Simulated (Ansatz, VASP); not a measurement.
## B3N4 in VASP and in Ansatz

File INCAR:

```
SYSTEM = B3N4
ALGO = Normal
DIPOL = 0.5 0.5 0.315
EDIFF = 1E-7
ENCUT = 520
GGA = PE
IDIPOL = 3
ISIF = 2
ISMEAR = 0
IVDW = 12
LASPH = .True.
LCHARG = .False.
LDIPOL = .True.
LREAL = .False.
LWAVE = .False.
NBANDS = 42
NELM = 100
PREC = Accurate
SIGMA = 0.05
```

KPOINTS

```
k-points
0
Gamma
  6 8 1
  0 0 0
```

File POSCAR:

```
B3N4
1.0
    5.0107822389      0.0000000000      0.0000000000
   -1.2526955597      3.3759068817      0.0000000000
    0.0000000000      0.0000000000     23.4409409452
N B
8 6
Direct
    0.0225224603      0.0900898411      0.1706416141
    0.5225224603      0.0900898411      0.1706416141
    0.3069455752      0.2277823008      0.2610541488
    0.8069455752      0.2277823008      0.2610541488
    0.0866484587      0.3466275527      0.3533460338
    0.5866484587      0.3466275527      0.3533460338
    0.4687108248      0.3748772852      0.5264695207
    0.4687108248      0.3748772852      0.5733959646
    0.2842051402      0.1368205610      0.2007528062
    0.7842051402      0.1368205610      0.2007528062
    0.0673540684      0.2694189847      0.2895469474
    0.5673540684      0.2694189847      0.2895469474
    0.3437108248      0.3748772852      0.3814241487
    0.8437108248      0.3748772852      0.3814241487
```

Input for Ansatz:

```yaml
crystal:
  lattice:
    - [5.0107822389, 0.0, 0.0]
    - [-1.2526955597, 3.3759068817, 0.0]
    - [0.0, 0.0, 23.4409409452]
  atoms:
    - { symbol: "N", position: [0.0225224603, 0.0900898411, 0.1706416141] }
    - { symbol: "N", position: [0.5225224603, 0.0900898411, 0.1706416141] }
    - { symbol: B, position: [0.2842051402, 0.136820561, 0.2007528062] }
    - { symbol: B, position: [0.7842051402, 0.136820561, 0.2007528062] }
    - { symbol: "N", position: [0.3069455752, 0.2277823008, 0.2610541488] }
    - { symbol: "N", position: [0.8069455752, 0.2277823008, 0.2610541488] }
    - { symbol: B, position: [0.0673540684, 0.2694189847, 0.2895469474] }
    - { symbol: B, position: [0.5673540684, 0.2694189847, 0.2895469474] }
    - { symbol: "N", position: [0.0866484587, 0.3466275527, 0.3533460338] }
    - { symbol: "N", position: [0.5866484587, 0.3466275527, 0.3533460338] }
    - { symbol: B, position: [0.3437108248, 0.3748772852, 0.3814241487] }
    - { symbol: B, position: [0.8437108248, 0.3748772852, 0.3814241487] }
    - { symbol: "N", position: [0.4687108248, 0.3748772852, 0.5264695207] }
    - { symbol: "N", position: [0.4687108248, 0.3748772852, 0.5733959646] }
basis:
  ecutwfc: 420
kpoints:
  mp_grid: { grid: [6, 8, 1] }
hamiltonian:
  xc: pbe
  pseudopotentials: { kind: paw, azcp: { folder: soft_1 } }
  dispersion: d3bj
scf:
  occupations: { method: gaussian, width: 0.05 }
output:
  forces: true
  eigenvalues: true
efield:
  axis: 3
  dipole_correction: true
  ramp_width: 0.04
```

Alike in both runs: task single point; functional PBE; dispersion D3(BJ); k mesh 6 × 8 × 1; occupations gaussian, width 0.05 eV; no spin polarisation.

```csv
,VASP,Ansatz
version,VASP 6.6.1,Ansatz 0.2.0
potentials or method,"VASP PAW PBE potentials, release 64 (N, B), cutoff 520 eV","scalar-relativistic, plane waves, PAW"
valence electrons in the cell,58,58
```

|  | VASP | Ansatz | Ansatz less VASP |
| --- | --- | --- | --- |
| gap on the k mesh at the Fermi level (eV) | none | none | - |
| rms of the force components (eV/Å) | 1.169 | 1.072 | -0.0972 |

A gap of «none» marks a metal or a gap that the smearing closes. Ansatz's warnings: vacuum below fermi.

Noted on VASP's run: the standard files for N, O and F lose accuracy on very short bonds.
